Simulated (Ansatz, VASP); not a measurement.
**PtS2 in VASP and in Ansatz**

```
Pt S
1.0
     2.50323   -4.16269    0.00000
     2.50323    4.16269    0.00000
     0.00000    0.00000    2.71990
Pt S
1 2
Direct
  0.50000 0.50000 0.50000
  0.00000 0.50000 0.50000
  0.50000 0.00000 0.50000
```

Alike in both runs: task relaxation of cell and atoms; functional PBE; k mesh 4 × 4 × 6; occupations gaussian, width 0.1 eV; no spin polarisation.

|  | VASP | Ansatz |
| --- | --- | --- |
| version | VASP 6.6.1 | Ansatz 0.2.0 |
| potentials or method | VASP PAW PBE potentials, release 64 (Pt, S), cutoff 600 eV | scalar-relativistic, plane waves, PAW |
| valence electrons in the cell | 22 | 30 |

```tsv
	VASP	Ansatz	Ansatz less VASP
gap on the k mesh at the Fermi level, each at its own relaxed structure (eV)	none	none	-
relaxed volume (Å³/atom)	18.97	19.01	+0.033
relaxed length of the cell vector where the two differ most in proportion (Å)	2.766	2.769	+0.0027
```

A gap of «none» marks a metal or a gap that the smearing closes. VASP's potentials hold 22 valence electrons a cell and Ansatz's 30, so a difference there can come from the potentials and not from the codes.

The k mesh is coarse, so the values compare programs but aren't converged. Neither program's run includes spin-orbit coupling.
